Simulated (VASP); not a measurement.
Here is a VASP 6.6.1 calculation.

File INCAR:

```
PREC     = Accurate       # precision mode
ENCUT    = 520            # plane-wave cutoff, eV
EDIFF    = 1E-8           # SCF threshold, eV
ISMEAR   = -1             # smearing method
SIGMA    = 0.15           # smearing width, eV
LREAL    = False          # projectors in reciprocal space
LASPH    = True           # aspherical terms in the spheres
NELM     = 60             # most SCF steps
ALGO     = Normal         # electronic algorithm
ISIF     = 2              # what is computed and relaxed
LWAVE    = False          # write WAVECAR
LCHARG   = False          # write CHGCAR
GGA      = PE             # functional
LEFG     = True         
NBANDS   = 11             # bands
```

KPOINTS

```
regular mesh
0
Gamma
  15 15 12
```

POSCAR

```
MgB2
1.0
    3.0754729966      0.0000000000      0.0000000000
   -1.5377364983      2.6634377437      0.0000000000
    0.0000000000      0.0000000000      3.5258527696
Mg B
1 2
Direct
    0.0000000000      0.0000000000      0.0000000000
    0.3333333333      0.6666666667      0.5000000000
    0.6666666667      0.3333333333      0.5000000000
```

Potentials or basis: VASP PAW PBE potentials, release 64 (Mg, B).

The run is started by

```bash
$ cat potpaw_PBE.64/Mg/POTCAR potpaw_PBE.64/B/POTCAR > POTCAR
$ mpirun -np 1 vasp_std > vasp.out
```

What does it give for the band gap on the k mesh?

Zero (band 4 reaches 7.08 eV, above the bottom of band 5 at 3.30 eV).

Predict the pressure.

-0.3 GPa.

Electric field gradients, principal values (V/Å²):
| atom | least | middle | greatest (by size) |
| --- | --- | --- | --- |
| 1 Mg | 0.143 | 0.143 | -0.286 |
| 2 B | -9.675 | -9.675 | 19.350 |
| 3 B | -9.675 | -9.675 | 19.350 |

Caveat: without QUAD_EFG the Cq values of the log hold for a quadrupole moment of 1 mb, not for the nuclei.
